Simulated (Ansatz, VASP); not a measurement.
# Rb3ClO: VASP beside Ansatz

The input INCAR:

```
ALGO = Normal ; EDIFF = 1E-7
EDIFFG = -0.005 ; ENCUT = 600
GGA = CA ; IBRION = 2
ISIF = 3 ; ISMEAR = 0
LASPH = True ; LCHARG = False
LREAL = False ; LWAVE = False
NELM = 100 ; NSW = 70
PREC = Accurate ; SIGMA = 0.02
```

Contents of KPOINTS:

```
k-points
0
Gamma
  6 6 6
```

The input POSCAR:

```
Rb3ClO
1.0
    5.5262415941      0.0000000000      0.0000000000
    0.0000000000      5.5262415941      0.0000000000
    0.0000000000      0.0000000000      5.5262415941
Rb Cl O
3 1 1
Direct
    0.0000000000      0.0000000000      0.5000000000
    0.0000000000      0.5000000000      0.0000000000
    0.5000000000      0.0000000000      0.0000000000
    0.5000000000      0.5000000000      0.5000000000
    0.0000000000      0.0000000000      0.0000000000
```

Input for Ansatz:

```yaml
crystal:
  lattice:
    - [5.5262415941, 0.0, 0.0]
    - [0.0, 5.5262415941, 0.0]
    - [0.0, 0.0, 5.5262415941]
  atoms:
    - { symbol: Rb, position: [0.0, 0.0, 0.5] }
    - { symbol: Rb, position: [0.0, 0.5, 0.0] }
    - { symbol: Rb, position: [0.5, 0.0, 0.0] }
    - { symbol: Cl, position: [0.5, 0.5, 0.5] }
    - { symbol: O, position: [0.0, 0.0, 0.0] }
basis:
  ecutwfc: 420
kpoints:
  mp_grid: { grid: [6, 6, 6] }
hamiltonian:
  xc: lda
scf:
  occupations: { method: gaussian, width: 0.02 }
output:
  forces: true
  stress: true
  eigenvalues: true
relax:
  adjacent_minimum: "off"
  f_tol: 0.005
  max_steps: 50
  cell: { stress_tol: 0.05 }
```

Alike in both runs: task relaxation of cell and atoms; functional LDA; k mesh 6 × 6 × 6; occupations gaussian, width 0.02 eV; no spin polarisation.

|  | VASP | Ansatz |
| --- | --- | --- |
| version | VASP 6.6.1 | Ansatz 0.2.0 |
| potentials or method | VASP PAW LDA potentials, release 64 (Rb_sv, Cl, O), cutoff 600 eV | scalar-relativistic, plane waves, PAW |
| valence electrons in the cell | 40 | 40 |

VASP gave:

```
gap on the k mesh at the Fermi level, each at its own relaxed structure (eV) : 0.27
relaxed volume (Å³/atom)                                                     : 29.44
relaxed length of the cell vector where the two differ most in proportion (Å)              : 5.280
```

Task: What did Ansatz give for the same quantities?

Result: gap on the k mesh at the Fermi level, each at its own relaxed structure (eV): 0.29; relaxed volume (Å³/atom): 29.31; relaxed length of the cell vector where the two differ most in proportion (Å): 5.272.

LDA's correlation is that of Perdew and Zunger in VASP and of Perdew and Wang (1992) in Ansatz.
